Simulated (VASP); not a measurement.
The system is B.

```
CELL_PARAMETERS angstrom
1.91475 0.00000 0.00000
0.00000 1.91475 0.00000
0.00000 0.00000 1.91475
ATOMIC_POSITIONS crystal
B 0.00000 0.00000 0.00000
```

```yaml
Program: VASP 6.6.1
Task: relaxation of cell and atoms
Functional: PBEsol
Potentials_or_basis: VASP PAW PBE potentials, release 64 (B)
Cutoff: 500 eV
k_mesh: 20 × 20 × 20
Occupations: fermi-dirac, width 0.05 eV
Spin: no spin polarisation
```

At the start: pressure -12.3 GPa; volume 7.02 Å³/atom.

Task: Where does the relaxation end?

Result: Over 3 steps the energy falls by 15.6 meV/atom and the volume is 6.63 Å³/atom (-5.5 %); space group Pm-3m (No. 221, to 0.05 Å).

The path:
```
step  energy change (eV)  largest force (eV/Å)  pressure (GPa)  volume (Å³)
   1              0.0000                0.0000          -12.34         7.02
   2             -0.0130                0.0000            5.64         6.49
   3             -0.0156                0.0000            0.02         6.63
```

Final structure:
```
B
1.0
     1.87881    0.00000    0.00000
     0.00000    1.87881    0.00000
     0.00000    0.00000    1.87881
B
1
Direct
  0.00000 0.00000 0.00000
```

Caveat: the PAW data sets were made with another functional, which shifts forces and pressure a little.
